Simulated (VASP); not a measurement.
# ScAl5 (Cmmm) in VASP: further runs

The runs below take ScAl5 through single point, relaxation of cell and atoms, with PBE.

Program: VASP 6.6.1. These are calculated values, not measurements. Logs are shortened: lines on timing, memory, paths and dates and some standing lists are left out, and cuts for length are marked.

### 1 The cell of the first run

It takes space group Cmmm (No. 65, orthorhombic). The conventional cell has a = 3.904 Å, b = 4.223 Å, c = 11.713 Å, α = 90.00°, β = 90.00°, γ = 90.00°. Sc (site symmetry mmm) has 8 Al at 2.76 to 2.88 Å and 4 Sc at 2.88 Å within 3.6 Å. Within 3.6 Å of Al (site symmetry mm2) lie 12 Al at 2.76 to 2.88 Å. Within 3.6 Å of Al (site symmetry mmm) lie 12 Al at 2.76 to 2.88 Å. Within 3.6 Å of Al (site symmetry mm2) lie 8 Al at 2.76 to 2.88 Å and 4 Sc at 2.76 to 2.88 Å.

### 2 Single point, PBE

The input, INCAR:

```
SYSTEM = ScAl5
  PREC = Accurate
  ENCUT = 520
  EDIFF = 1E-6
  ISMEAR = 0
  SIGMA = 0.1
  LREAL = .False.
  LASPH = .True.
  NELM = 100
  ALGO = Normal
  ISIF = 2
  LWAVE = .False.
  LCHARG = .False.
  GGA = PE
  NBANDS = 22
```

The input, KPOINTS:

```
Automatic mesh
0
Gamma
  6 6 2
  0 0 0
```

The input, POSCAR:

```
ScAl5
1.0
    1.9521273200     -2.1114502100      0.0000000000
    1.9521273200      2.1114502100      0.0000000000
    0.0000000000      0.0000000000     11.7127639300
Sc Al
1 5
Direct
    0.0000000000      0.0000000000      0.5000000000
    0.0000000000      0.0000000000      0.8333333300
    0.5000000000      0.5000000000      0.0000000000
    0.0000000000      0.0000000000      0.1666666700
    0.5000000000      0.5000000000      0.3333333300
    0.5000000000      0.5000000000      0.6666666700
```

Potentials or basis: VASP PAW PBE potentials, release 64 (Sc_sv, Al).

Started as:

```
$ cat potpaw_PBE.64/Sc_sv/POTCAR potpaw_PBE.64/Al/POTCAR > POTCAR
$ mpirun -np 1 vasp_std > vasp.out
```

OUTCAR:

```text
SYSTEM = ScAl5
   PREC = Accurate
   ENCUT = 520
   EDIFF = 1E-6
   ISMEAR = 0
   LREAL = .False.
   LASPH = .True.
   NELM = 100
   ISIF = 2
   GGA = PE

 ion  position               nearest neighbor table
   1  0.000  0.000  0.500-   5 2.76   6 2.76   5 2.76   6 2.76   5 2.88   6 2.88   5 2.88   6 2.88

   2  0.000  0.000  0.833-   6 2.76   6 2.76   3 2.76   3 2.76   6 2.88   6 2.88   3 2.88   3 2.88

   3  0.500  0.500  0.000-   2 2.76   4 2.76   2 2.76   4 2.76   2 2.88   4 2.88   2 2.88   4 2.88

   4  0.000  0.000  0.167-   5 2.76   5 2.76   3 2.76   3 2.76   5 2.88   5 2.88   3 2.88   3 2.88

   5  0.500  0.500  0.333-   4 2.76   4 2.76   1 2.76   1 2.76   4 2.88   4 2.88   1 2.88   1 2.88

   6  0.500  0.500  0.667-   2 2.76   2 2.76   1 2.76   1 2.76   2 2.88   2 2.88   1 2.88   1 2.88

  LATTYP: Found a base centered orthorhombic cell.
 ALAT       =     3.9042546400
 B/A-ratio  =     1.0816150096
 C/A-ratio  =     3.0000000026

  Lattice vectors:

 A1 = (   1.9521273200,  -2.1114502100,   0.0000000000)
 A2 = (   1.9521273200,   2.1114502100,   0.0000000000)
 A3 = (   0.0000000000,   0.0000000000,  11.7127639300)

Analysis of symmetry for initial positions (statically):
=====================================================================
 Subroutine PRICEL returns:
 Original cell was already a primitive cell.

 Routine SETGRP: Setting up the symmetry group for a
 base centered orthorhombic supercell.

 Subroutine GETGRP returns: Found  8 space group operations
 (whereof  8 operations were pure point group operations)
 out of a pool of  8 trial point group operations.

The static configuration has the point symmetry D_2h.

Analysis of symmetry for dynamics (positions and initial velocities):
=====================================================================
 Subroutine PRICEL returns:
 Original cell was already a primitive cell.

 Routine SETGRP: Setting up the symmetry group for a
 base centered orthorhombic supercell.

 Subroutine GETGRP returns: Found  8 space group operations
 (whereof  8 operations were pure point group operations)
 out of a pool of  8 trial point group operations.

The dynamic configuration has the point symmetry D_2h.

 Subroutine INISYM returns: Found  8 space group operations
 (whereof  8 operations are pure point group operations),
 and found     1 'primitive' translations

----------------------------------------------------------------------------------------

[... 103 lines left out ...]
   NSW    =      0    number of steps for IOM
   IBRION =     -1    ionic relax: 0-MD 1-quasi-New 2-CG
   NFREE  =      0    steps in history (QN), initial steepest desc. (CG)
   ISIF   =      2    stress and relaxation
   ISYM   =      2    0-nonsym 1-usesym 2-fastsym
   POTIM  = 0.5000    time-step for ionic-motion
   TEBEG  =    0.0;   TEEND  =   0.0 temperature during run
   PSTRESS=    0.0 pullay stress
   NELECT =      26.0000    total number of electrons
   NUPDOWN=      -1.0000    fix difference up-down
   EMIN   =  10.00;   EMAX   =-10.00  energy-range for DOS
   EFERMI =   0.00;   METHOD = LEGACY
   ISMEAR =     0;   SIGMA  =   0.10  broadening in eV -4-tet -1-fermi 0-gaus
   EFERMI_NEDOS =   21; number of points for ismear=-14 and -15
   IALGO  =     38    algorithm
   IMIX   =      4    mixing-type and parameters
     AMIX     =   0.40;   BMIX     =  1.00
     AMIX_MAG =   1.60;   BMIX_MAG =  1.00
  volume/ion in A,a.u.               =      16.09       108.60
  Fermi-wavevector in a.u.,A,eV,Ry     =   1.057158  1.997739 15.205635  1.117583
  Thomas-Fermi vector in A             =   2.192420
   LORBIT       =      0    0 simple, 1 ext, 2 COOP (PROOUT), +10 PAW based schemes
   GGA     = PE    functional components
   LHFCALC =     F    Hartree Fock is set to
   AEXX    =    0.0000 exact exchange contribution
   IVDW    =     0    specifies the selected vdW correction
   LEPSILON=     F    determine dielectric tensor
   LRPA    =     F    only Hartree local field effects (RPA)
 non-spin polarized calculation
 Gauss-broadening in eV      SIGMA  =   0.10
  energy-cutoff  :      520.00
  volume of cell :       96.56
 maximum number of plane-waves:      2643
 NGX is ok and might be reduce to    24
   NGX = 11   NGY = 11   NGZ = 43

 number of electron      26.0000000 magnetization

 Free energy of the ion-electron system (eV)
  ---------------------------------------------------
  ext. energy  EPLUGINS =         0.00000000
  ---------------------------------------------------
  free energy    TOTEN  =       -25.33942452 eV

  energy without entropy =      -25.31879831  energy(sigma->0) =      -25.32911141

 E-fermi :   8.0445     XC(G=0): -10.5298

 val. band max:        8.0422071016   @ k =  -0.3333   0.3333   0.5000
 cond. band min:       8.0587295268   @ k =   0.0000   0.0000   0.5000
 fundamental gap:      0.0165224252
 Fermi energy:         8.0445176535

 k-point     1 :       0.0000    0.0000    0.0000
  band No.  band energies     occupation
      1     -40.6884      2.00000
      2     -19.5129      2.00000
      3     -19.0248      2.00000
      4     -18.9813      2.00000
      5      -3.1090      2.00000
      6      -2.0902      2.00000
[... 589 lines left out ...]
     21      10.7770      0.00000
     22      11.5506      0.00000

 [... further k-points ...]

------------------------ aborting loop because EDIFF is reached ----------------------------------------

  FORCE on cell =-STRESS in cart. coord.  units (eV):
  Direction    XX          YY          ZZ          XY          YZ          ZX
  --------------------------------------------------------------------------------------
  -------------------------------------------------------------------------------------
  Total        6.8424574      2.0558453      7.2697937     -0.0000000      0.0000000      0.0000000
  in kB      113.5388035     34.1132151    120.6297145     -0.0000000      0.0000000      0.0000000
  external PRESSURE =      89.4272444 kB  Pullay stress =       0.0000000 kB

 VOLUME and BASIS-vectors are now :
 -----------------------------------------------------------------------------
  energy-cutoff  :      520.00
  volume of cell :       96.56
      direct lattice vectors                 reciprocal lattice vectors
     1.952127320 -2.111450210  0.000000000     0.256130835 -0.236804068  0.000000000
     1.952127320  2.111450210  0.000000000     0.256130835  0.236804068  0.000000000
     0.000000000  0.000000000 11.712763930     0.000000000  0.000000000  0.085376945

 POSITION                                       TOTAL-FORCE (eV/Angst)
 -----------------------------------------------------------------------------------
      0.00000      0.00000      5.85638         0.000000     -0.000000      0.000000
      0.00000      0.00000      9.76064         0.000000     -0.000000     -0.128909
      1.95213      0.00000      0.00000         0.000000      0.000000      0.000000
      0.00000      0.00000      1.95213         0.000000     -0.000000      0.128909
      1.95213      0.00000      3.90425         0.000000     -0.000000     -0.868710
      1.95213      0.00000      7.80851        -0.000000     -0.000000      0.868710
 -----------------------------------------------------------------------------------
    total drift:                                0.000000      0.000000      0.000000

  FREE ENERGIE OF THE ION-ELECTRON SYSTEM (eV)
  ---------------------------------------------------
  free  energy   TOTEN  =       -25.3394245195 eV

  energy  without entropy=      -25.3187983078  energy(sigma->0) =      -25.32911141
```

stdout:

```text
POSCAR found type information on POSCAR ScAl
 POSCAR found :  2 types and       6 ions
 scaLAPACK will be used
 LDA part: xc-table for (Slater+PW92), standard interpolation
 POSCAR, INCAR and KPOINTS ok, starting setup
 FFT: planning ... GRIDC
 FFT: planning ... GRID_SOFT
 FFT: planning ... GRID
 WAVECAR not read
 entering main loop
```

Wall time 58 s (1 thread of Intel Xeon Platinum 8259CL at 2.50GHz (Skylake/Cascade Lake), shared host); peak memory 0.23 GiB.

Results:

| Quantity | Value |
| --- | --- |
| Free energy | -25.3394 eV |
| Pressure | 8.9 GPa |
| Largest force | 0.869 eV/Å |
| Band gap on the k mesh | zero (bands 13 and 14 overlap by 3.86 eV) |

Forces in eV/Å, atoms in the order of the input:
```
Sc   0.000  0.000  0.000
Al   0.000  0.000 -0.129
Al   0.000  0.000  0.000
Al   0.000  0.000  0.129
Al   0.000  0.000 -0.869
Al   0.000  0.000  0.869
```

Stress tensor (GPa, compression positive):
```
11.35  0.00  0.00
 0.00  3.41  0.00
 0.00  0.00 12.06
```

Caveat: the k points lie up to 0.37 Å⁻¹ apart, too coarse for converged energies and pressures of a metal.

### 3 Relaxation of cell and atoms, PBE

The input, INCAR:

```
  ALGO = Fast
  EDIFF = 1E-6
  EDIFFG = -0.04
  ENCUT = 600
  GGA = PE
  IBRION = 2
  ISIF = 3
  ISMEAR = 0
  LASPH = True
  LCHARG = False
  LREAL = False
  LWAVE = False
  NELM = 80
  NSW = 90
  PREC = Accurate
  SIGMA = 0.1
```

The input, KPOINTS:

```
k-points
0
Gamma
  6 6 2
```

POSCAR is that of step 2.

Potentials or basis: VASP PAW PBE potentials, release 64 (Sc_sv, Al).

Started as:

```
$ cat potpaw_PBE.64/Sc_sv/POTCAR potpaw_PBE.64/Al/POTCAR > POTCAR
$ mpirun -np 1 vasp_std > vasp.out
```

Wall time 8.9 min (1 thread of Intel Xeon Platinum 8259CL at 2.50GHz (Skylake/Cascade Lake), shared host); peak memory 0.26 GiB.

It converged, with:

| Property | Result |
| --- | --- |
| Free energy | -25.7857 eV |
| Relaxed volume | 17.49 Å³/atom |
| Relaxed cell | a = 2.908 Å, b = 2.908 Å, c = 12.404 Å, α = 90.00°, β = 90.00°, γ = 90.14° |
| Space group after relaxing (to 0.1 Å) | P4/mmm (No. 123) |
| Energy gained by relaxing | 74.3 meV/atom |
| Ionic steps | 9 |
| Pressure after relaxing | 0.0 GPa |
| Largest force after relaxing | 0.032 eV/Å |
| Band gap on the k mesh | zero (bands 13 and 14 overlap by 3.04 eV) |

Forces in eV/Å, atoms in the order of the input:
```
Sc   0.000  0.000  0.000
Al   0.000  0.000  0.032
Al   0.000  0.000  0.000
Al   0.000  0.000 -0.032
Al   0.000  0.000  0.023
Al   0.000  0.000 -0.023
```

Stress tensor (GPa, compression positive):
```
-0.13  0.00  0.00
 0.00 -0.01  0.00
 0.00  0.00  0.05
```

The path:
| step | energy change (eV) | largest force (eV/Å) | pressure (GPa) | volume (Å³) |
| --- | --- | --- | --- | --- |
| 1 | 0.0000 | 0.8634 | 8.97 | 96.56 |
| 2 | -0.3467 | 0.3118 | -2.53 | 109.64 |
| 3 | -0.3599 | 0.3860 | -1.02 | 107.33 |
| 4 | -0.4054 | 0.3003 | -0.57 | 106.35 |
| 5 | -0.4203 | 0.2435 | -0.35 | 105.83 |
| 6 | -0.4333 | 0.1573 | 0.23 | 104.78 |
| 7 | -0.4387 | 0.1293 | -0.06 | 105.12 |
| 8 | -0.4427 | 0.0741 | -0.59 | 105.76 |
| 9 | -0.4456 | 0.0321 | -0.03 | 104.92 |

Final structure:
```yaml
crystal:
  lattice:
    - [2.05394, -2.05910, 0.00000]
    - [2.05394, 2.05910, 0.00000]
    - [0.00000, 0.00000, 12.40409]
  atoms:
    - { symbol: Sc, position: [0.00000, 0.00000, 0.50000] }
    - { symbol: Al, position: [0.00000, 0.00000, 0.83590] }
    - { symbol: Al, position: [0.50000, 0.50000, 0.00000] }
    - { symbol: Al, position: [0.00000, 0.00000, 0.16410] }
    - { symbol: Al, position: [0.50000, 0.50000, 0.32281] }
    - { symbol: Al, position: [0.50000, 0.50000, 0.67719] }
```

Levels at points of the mesh, in eV from the Fermi level:
```tsv
k point	band 9	band 10	band 11	band 12	band 13	band 14	band 15	band 16	band 17
(0.00, 0.00, 0.00)	-5.55	-2.12	-1.57	-0.25	1.80	2.85	2.86	4.31	5.27
(0.50, 0.00, 0.00)	-4.53	-4.50	-3.38	-2.17	-1.55	-1.24	0.08	0.70	2.45
(0.50, 0.50, 0.00)	-2.40	-1.61	-1.50	-0.98	-0.88	-0.85	-0.64	-0.44	0.04
(0.00, 0.00, 0.50)	-4.13	-3.91	-0.38	-0.25	1.51	2.85	2.86	4.31	4.39
(0.50, 0.00, 0.50)	-4.68	-4.21	-3.15	-2.83	-1.78	-0.22	0.21	0.40	1.61
(0.50, 0.50, 0.50)	-2.15	-1.67	-1.54	-1.50	-1.48	-0.91	-0.63	0.54	0.75
```

Caveat: the k points lie up to 0.36 Å⁻¹ apart in the final cell, too coarse for converged energies and pressures of a metal.
